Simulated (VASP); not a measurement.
# Zn4HSe4 (a cell with a defect) in VASP: further runs

The runs below take Zn4HSe4 (a cell with a defect) through single point, with LDA.

All numbers are computed with VASP 6.6.1; they aren't measurements. Logs are shortened: lines on timing, memory, paths and dates and some standing lists are left out, and cuts for length are marked.

### Step 1. The cell of the first run

The cell holds a defect, 9 atoms: a = 5.631 Å, b = 5.631 Å, c = 6.596 Å, α = 115.27°, β = 115.27°, γ = 90.00°.

### Step 2. Single point, LDA

Contents of INCAR:

```
SYSTEM = Zn4HSe4
PREC = Accurate
ENCUT = 520
EDIFF = 1E-6
ISMEAR = 0
SIGMA = 0.05
LREAL = .False.
LASPH = .True.
NELM = 100
ALGO = Normal
ISIF = 2
LWAVE = .False.
LCHARG = .False.
GGA = CA
NELECT = 72.0
NBANDS = 46
```

Contents of KPOINTS:

```
regular mesh
0
Gamma
  6 6 6
  0 0 0
```

Contents of POSCAR:

```
Zn4HSe4
1.0
   -3.9820046754     -3.9820046754      0.0000000000
   -3.9820046754      3.9820046754      0.0000000000
    3.9820046754      0.0000000000     -5.2585263399
Zn Se H
4 4 1
Direct
    1.0000000000      1.0000000000      1.0000000000
    0.5000000000      0.5000000000      1.0000000000
    1.0000000000      0.5000000000      1.0000000000
    0.5000000000      1.0000000000      1.0000000000
    0.1101682683      0.6101682683      0.7203365366
    0.6101682683      0.1101682683      0.7203365366
    0.8898317317      0.8898317317      0.2796634634
    0.3898317317      0.3898317317      0.2796634634
    1.0416459340      0.2083126007      0.0755407626
```

Potentials or basis: VASP PAW LDA potentials, release 64 (Zn, Se, H).

Command:

```sh
$ cat potpaw_LDA.64/Zn/POTCAR potpaw_LDA.64/Se/POTCAR potpaw_LDA.64/H/POTCAR > POTCAR
$ mpirun -np 1 vasp_std > vasp.out
```

OUTCAR:

```text
SYSTEM = Zn4HSe4
   PREC = Accurate
   ENCUT = 520
   EDIFF = 1E-6
   ISMEAR = 0
   LREAL = .False.
   LASPH = .True.
   NELM = 100
   ISIF = 2
   GGA = CA
   NELECT = 72.0

 ion  position               nearest neighbor table
   1  0.000  0.000  0.000-   9 1.04   6 2.48   7 2.48   8 2.48   5 2.48   4 2.82   3 2.82   3 2.82
                             4 2.82
   2  0.500  0.500  0.000-   5 2.48   6 2.48   7 2.48   8 2.48   3 2.82   4 2.82   4 2.82   3 2.82

   3  0.000  0.500  0.000-   9 1.90   6 2.48   7 2.48   8 2.48   5 2.48   2 2.82   1 2.82   1 2.82
                             2 2.82
   4  0.500  0.000  0.000-   5 2.48   6 2.48   7 2.48   8 2.48   1 2.82   2 2.82   2 2.82   1 2.82

   5  0.110  0.610  0.720-   1 2.48   2 2.48   3 2.48   4 2.48
   6  0.610  0.110  0.720-   1 2.48   2 2.48   3 2.48   4 2.48
   7  0.890  0.890  0.280-   1 2.48   2 2.48   3 2.48   4 2.48
   8  0.390  0.390  0.280-   9 1.81   2 2.48   3 2.48   4 2.48   1 2.48
   9  0.042  0.208  0.076-   1 1.04   8 1.81   3 1.90

  LATTYP: Found a body centered tetragonal cell.
 ALAT       =     5.6314050174
 C/A-ratio  =     1.8675717068

  Lattice vectors:

 A1 = (   0.0000000000,  -3.9820046754,   5.2585263399)
 A2 = (   0.0000000000,   3.9820046754,   5.2585263399)
 A3 = (  -3.9820046754,   0.0000000000,  -5.2585263399)

Analysis of symmetry for initial positions (statically):
=====================================================================
 Subroutine PRICEL returns:
 Original cell was already a primitive cell.

 Routine SETGRP: Setting up the symmetry group for a
 body centered tetragonal supercell.

 Subroutine GETGRP returns: Found  1 space group operations
 (whereof  1 operations were pure point group operations)
 out of a pool of 16 trial point group operations.

The static configuration has the point symmetry C_1 .

Analysis of symmetry for dynamics (positions and initial velocities):
=====================================================================
 Subroutine PRICEL returns:
 Original cell was already a primitive cell.

 Routine SETGRP: Setting up the symmetry group for a
 body centered tetragonal supercell.

 Subroutine GETGRP returns: Found  1 space group operations
 (whereof  1 operations were pure point group operations)
 out of a pool of 16 trial point group operations.

The dynamic configuration has the point symmetry C_1 .

 Subroutine INISYM returns: Found  1 space group operations
 (whereof  1 operations are pure point group operations),
 and found     1 'primitive' translations
[... 116 lines left out ...]
   ISYM   =      2    0-nonsym 1-usesym 2-fastsym
   POTIM  = 0.5000    time-step for ionic-motion
   TEBEG  =    0.0;   TEEND  =   0.0 temperature during run
   PSTRESS=    0.0 pullay stress
   NELECT =      72.0000    total number of electrons
   NUPDOWN=      -1.0000    fix difference up-down
   EMIN   =  10.00;   EMAX   =-10.00  energy-range for DOS
   EFERMI =   0.00;   METHOD = LEGACY
   ISMEAR =     0;   SIGMA  =   0.05  broadening in eV -4-tet -1-fermi 0-gaus
   EFERMI_NEDOS =   21; number of points for ismear=-14 and -15
   IALGO  =     38    algorithm
   IMIX   =      4    mixing-type and parameters
     AMIX     =   0.40;   BMIX     =  1.00
     AMIX_MAG =   1.60;   BMIX_MAG =  1.00
  volume/ion in A,a.u.               =      18.53       125.04
  Fermi-wavevector in a.u.,A,eV,Ry     =   1.237333  2.338220 20.830412  1.530992
  Thomas-Fermi vector in A             =   2.371904
   LORBIT       =      0    0 simple, 1 ext, 2 COOP (PROOUT), +10 PAW based schemes
   GGA     = CA    functional components
   LHFCALC =     F    Hartree Fock is set to
   AEXX    =    0.0000 exact exchange contribution
   IVDW    =     0    specifies the selected vdW correction
   LEPSILON=     F    determine dielectric tensor
   LRPA    =     F    only Hartree local field effects (RPA)
 non-spin polarized calculation
 Gauss-broadening in eV      SIGMA  =   0.05
  energy-cutoff  :      520.00
  volume of cell :      166.76
 maximum number of plane-waves:      4555
 NGX is ok and might be reduce to    42
   NGX = 21   NGY = 21   NGZ = 25

 number of electron      72.0000030 magnetization

 Free energy of the ion-electron system (eV)
  ---------------------------------------------------
  ext. energy  EPLUGINS =         0.00000000
  ---------------------------------------------------
  free energy    TOTEN  =       -28.42978318 eV

  energy without entropy =      -28.42978318  energy(sigma->0) =      -28.42978318

 E-fermi :   2.5762     XC(G=0): -10.1038

 val. band max:        2.3684465927   @ k =   0.0000   0.0000   0.0000
 cond. band min:       3.1241069734   @ k =   0.0000   0.0000   0.0000
 fundamental gap:      0.7556603807
 Fermi energy:         2.5761691481

 k-point     1 :       0.0000    0.0000    0.0000
  band No.  band energies     occupation
      1     -12.2485      2.00000
      2     -10.6425      2.00000
      3     -10.1052      2.00000
      4      -9.9047      2.00000
      5      -8.8667      2.00000
      6      -6.4906      2.00000
[... 1165 lines left out ...]
     45       8.2606      0.00000
     46       8.6683      0.00000

 [... further k-points ...]

------------------------ aborting loop because EDIFF is reached ----------------------------------------

  FORCE on cell =-STRESS in cart. coord.  units (eV):
  Direction    XX          YY          ZZ          XY          YZ          ZX
  --------------------------------------------------------------------------------------
  -------------------------------------------------------------------------------------
  Total        4.7505746      3.9857967     -2.8526696    -11.0948669     -5.5315164      5.8629209
  in kB       45.6414195     38.2937718    -27.4071877   -106.5945738    -53.1443628     56.3283507
  external PRESSURE =      18.8426679 kB  Pullay stress =       0.0000000 kB

 VOLUME and BASIS-vectors are now :
 -----------------------------------------------------------------------------
  energy-cutoff  :      520.00
  volume of cell :      166.76
      direct lattice vectors                 reciprocal lattice vectors
    -3.982004675 -3.982004675  0.000000000    -0.125564895 -0.125564895 -0.095083673
    -3.982004675  3.982004675  0.000000000    -0.125564895  0.125564895 -0.095083673
     3.982004675  0.000000000 -5.258526340     0.000000000  0.000000000 -0.190167346

 POSITION                                       TOTAL-FORCE (eV/Angst)
 -----------------------------------------------------------------------------------
      0.00000      0.00000      0.00000        15.903403    -15.032589      9.251183
     -3.98200      0.00000      0.00000        -0.239955      0.080393      0.250900
     -1.99100      1.99100      0.00000        -0.709142      1.001713      0.384692
     -1.99100     -1.99100      0.00000         0.097492     -0.263650      0.189035
      0.00000      1.99100     -3.78791         0.085612      0.131457      0.031341
      0.00000     -1.99100     -3.78791         0.102745     -0.054178      0.259730
     -5.97301      0.00000     -1.47062         0.099883     -0.064202     -0.230807
     -1.99100      0.00000     -1.47062        -0.126826     -0.250769     -1.165377
     -0.69453      0.66367     -0.39723       -15.213212     14.451825     -8.970696
 -----------------------------------------------------------------------------------
    total drift:                               -0.000492      0.000365     -0.000275

  FREE ENERGIE OF THE ION-ELECTRON SYSTEM (eV)
  ---------------------------------------------------
  free  energy   TOTEN  =       -28.4297831757 eV

  energy  without entropy=      -28.4297831757  energy(sigma->0) =      -28.42978318
```

Wall time 22 min (1 thread of Oxide Virtual Turin-like, shared host); peak memory 0.69 GiB.

What came out:

| Item | Value |
| --- | --- |
| Free energy | -28.4298 eV |
| Largest force | 23.759 eV/Å |

Forces in eV/Å, atoms in the order of the input:
```
Zn   15.903 -15.033   9.251
Zn   -0.240   0.080   0.251
Zn   -0.709   1.002   0.385
Zn    0.097  -0.264   0.189
Se    0.086   0.131   0.031
Se    0.103  -0.054   0.260
Se    0.100  -0.064  -0.231
Se   -0.127  -0.251  -1.165
H   -15.213  14.452  -8.971
```

Caveat: the cell carries a net charge on a neutralising background, which shifts energy and pressure; the cell is charged against a uniform background, so pressure and absolute levels hang on convention; atoms lie so close that the PAW spheres overlap strongly, which falsifies energies and pressures.

### Step 3. Single point, LDA

Contents of INCAR:

```
  PREC = Accurate
  ENCUT = 520
  EDIFF = 1E-6
  ISMEAR = 0
  SIGMA = 0.05
  LREAL = False
  LASPH = True
  NELM = 100
  ALGO = Normal
  ISIF = 2
  LWAVE = False
  LCHARG = True
  GGA = CA
  LELF = True
  LVHAR = True
  NELECT = 72.0
  NBANDS = 46
```

Contents of KPOINTS:

```
regular mesh
0
Gamma
  6 6 6
```

Changes to POSCAR since step 2:

```diff
@@ -16,2 +16,2 @@
     0.3898317317      0.3898317317      0.2796634634
-    1.0416459340      0.2083126007      0.0755407626
+    0.9583126007      0.2916459340      0.9088740959
```

Potentials or basis: VASP PAW LDA potentials, release 64 (Zn, Se, H).

Command:

```sh
$ cat potpaw_LDA.64/Zn/POTCAR potpaw_LDA.64/Se/POTCAR potpaw_LDA.64/H/POTCAR > POTCAR
$ mpirun -np 1 vasp_std > vasp.out
```

Run time: 35 min. Hardware: 1 thread of Oxide Virtual Turin-like, shared host; peak memory 0.69 GiB.

The run converged. Its results:

* Free energy: -28.3393 eV
* Largest force: 24.335 eV/Å

Forces on the atoms (eV/Å):
```
Zn    0.627  -0.906  -0.398
Zn   -0.101   0.237  -0.208
Zn  -14.910  15.474 -11.421
Zn    0.241  -0.073  -0.292
Se   -0.116   0.063   0.259
Se    0.107   0.231   1.193
Se   -0.082  -0.168  -0.019
Se   -0.085   0.055  -0.222
H    14.319 -14.913  11.108
```

Levels at points of the mesh, in eV from the Fermi level:
```
           k point  band 34  band 35  band 36  band 37  band 38  band 39
(0.00, 0.00, 0.00)    -0.51    -0.28    -0.23     0.47     1.44     2.26
(0.50, 0.00, 0.00)    -1.67    -1.39    -1.14     1.40     3.71     3.89
(0.00, 0.50, 0.50)    -1.74    -1.52    -1.13     1.55     3.83     3.89
(0.50, 0.00, 0.50)    -1.74    -1.63    -1.30     1.79     3.78     3.91
(0.00, 0.50, 0.00)    -1.71    -1.42    -1.15     1.69     3.75     3.82
(0.50, 0.50, 0.00)    -1.23    -0.95    -0.92     0.86     2.01     2.46
(0.50, 0.50, 0.50)    -1.13    -1.02    -0.85     0.74     2.13     3.23
(0.00, 0.00, 0.50)    -1.93    -1.11    -1.06     0.57     1.97     2.39
```

Caveat: the cell carries a net charge on a neutralising background, which shifts energy and pressure; the cell is charged against a uniform background, so pressure and absolute levels hang on convention; atoms lie so close that the PAW spheres overlap strongly, which falsifies energies and pressures.
